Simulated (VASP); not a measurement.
Write the native input for VASP 6.6.1 that does the following.

| Item | Value |
| --- | --- |
| Task | single point |
| Functional | PBE |
| Potentials or basis | VASP PAW PBE potentials, release 64 (Be, C) |
| Cutoff | 520 eV |
| k mesh | 8 × 8 × 8 |
| Occupations | gaussian, width 0.01 eV |
| Spin | no spin polarisation |
| Dipole correction | no |
| Further INCAR settings | ALGO = Normal; EDIFF = 1e-06; NBANDS = 12 |

The structure of BeC2 lies in POSCAR:

```
BeC2
1.0
   -1.7559358331      1.7559358331      2.3253960030
    1.7559358331     -1.7559358331      2.3253960030
    1.7559358331      1.7559358331     -2.3253960030
Be C
1 2
Direct
    0.0000000000      0.0000000000      0.0000000000
    0.6342448183      0.6342448183      0.0000000000
    0.3657551817      0.3657551817      0.0000000000
```

These files were run (other wordings do the same):

INCAR

```
SYSTEM = BeC2
ALGO = Normal
EDIFF = 1E-6
ENCUT = 520
GGA = PE
ISIF = 2
ISMEAR = 0
LASPH = .TRUE.
LCHARG = .FALSE.
LREAL = .FALSE.
LWAVE = .FALSE.
NBANDS = 12
NELM = 100
PREC = Accurate
SIGMA = 0.01
```

KPOINTS

```
k-points
0
G
  8 8 8
  0 0 0
```

Potentials or basis: VASP PAW PBE potentials, release 64 (Be, C).

The run is started by

```console
$ cat potpaw_PBE.64/Be/POTCAR potpaw_PBE.64/C/POTCAR > POTCAR
$ mpirun -np 1 vasp_std > vasp.out
```

It gave:

```
Pressure               : 6.2 GPa
Largest force          : 0.115 eV/Å
Band gap on the k mesh : 1.88 eV (least direct gap 2.72 eV)
```

Caveat: the cell stands under pressure.

Wall time 37 s on 1 thread of Intel Xeon 8259CL (shared host), peak memory 0.16 GiB.
